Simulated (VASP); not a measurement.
Write the native input for VASP 6.6.1 that does the following.

| Quantity | Value |
| --- | --- |
| Task | relaxation of cell and atoms |
| Functional | r2SCAN |
| Potentials or basis | VASP PAW PBE potentials, release 64 (Zr_sv, S) |
| Cutoff | 600 eV |
| k mesh | 6 × 6 × 6 |
| Occupations | gaussian, width 0.1 eV |
| Spin | no spin polarisation |
| Dipole correction | no |
| Further INCAR settings | ALGO = Normal; EDIFF = 1e-06; IBRION = 2; EDIFFG = -0.01; NSW = 80; ISIF = 3 |

ZrS:

```
CELL_PARAMETERS angstrom
0.00000 2.62500 2.62500
2.62500 0.00000 2.62500
2.62500 2.62500 0.00000
ATOMIC_POSITIONS crystal
Zr 0.00000 0.00000 0.00000
S 0.50000 0.50000 0.50000
```

The input as run:

POSCAR

```
ZrS
1.0
    0.0000000000      2.6250000000      2.6250000000
    2.6250000000      0.0000000000      2.6250000000
    2.6250000000      2.6250000000      0.0000000000
Zr S
1 1
Direct
    0.0000000000      0.0000000000      0.0000000000
    0.5000000000      0.5000000000      0.5000000000
```

INCAR.step1

```
SYSTEM = ZrS
PREC = Accurate
ENCUT = 600
ISMEAR = 0
SIGMA = 0.1
LREAL = .False.
LASPH = .True.
NELM = 60
GGA = PE
ALGO = Normal
EDIFF = 1E-4
LWAVE = .True.
LCHARG = .False.
```

INCAR.step2

```
SYSTEM = ZrS
PREC = Accurate
ENCUT = 600
EDIFF = 1E-6
ISMEAR = 0
SIGMA = 0.1
LREAL = .False.
LASPH = .True.
NELM = 60
ALGO = Normal
ISIF = 3
LWAVE = .False.
LCHARG = .False.
METAGGA = R2SCAN
LMIXTAU = .True.
IBRION = 2
NSW = 80
EDIFFG = -0.01
ISTART = 1
```

KPOINTS

```
regular mesh
0
Gamma
  6 6 6
  0 0 0
```

Potentials or basis: VASP PAW PBE potentials, release 64 (Zr_sv, S).

Launch:

```console
$ cat potpaw_PBE.64/Zr_sv/POTCAR potpaw_PBE.64/S/POTCAR > POTCAR
$ cp INCAR.step1 INCAR
$ mpirun -np 1 vasp_std > vasp.out
$ cp INCAR.step2 INCAR
$ mpirun -np 1 vasp_std > vasp.out
```

It gave:

| Property | Result |
| --- | --- |
| Relaxed volume | 17.87 Å³/atom |
| Relaxed cell | a = 3.698 Å, b = 3.698 Å, c = 3.698 Å, α = 60.00°, β = 60.00°, γ = 60.00° |
| Space group after relaxing (to 0.05 Å) | Fm-3m (No. 225) |
| Energy gained by relaxing | 1.1 meV/atom |
| Ionic steps | 3 |
| Pressure after relaxing | 0.0 GPa |

Caveat: the PAW data sets were made with another functional, which shifts forces and pressure a little.

Wall time 3.2 min on 1 thread of Intel Xeon 8259CL, with other jobs on the host, peak memory 0.19 GiB.
